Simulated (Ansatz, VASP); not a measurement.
# ZnO in VASP and in Ansatz

```
CELL_PARAMETERS angstrom
2.64617 0.00000 0.00000
0.00000 2.64617 0.00000
0.00000 0.00000 2.64617
ATOMIC_POSITIONS crystal
Zn 0.00000 0.00000 0.00000
O 0.50000 0.50000 0.50000
```

Alike in both runs: task single point; functional r2SCAN; k mesh 8 × 8 × 8; occupations fermi-dirac, width 0.02 eV; no spin polarisation.

|  | VASP | Ansatz |
| --- | --- | --- |
| version | VASP 6.6.1 | Ansatz 0.2.0 |
| potentials or method | VASP PAW PBE potentials, release 64 (Zn, O) | plane waves, PAW |
| plane-wave cutoff (eV) | 520 | 500 |
| valence electrons in the cell | 18 | 18 |

Ansatz gave:

```
pressure (GPa) : 0.0
```

Question: Which values does VASP return?

Answer: Pressure (GPa): 1.1.

VASP's potentials were made for PBE, not for r2SCAN.
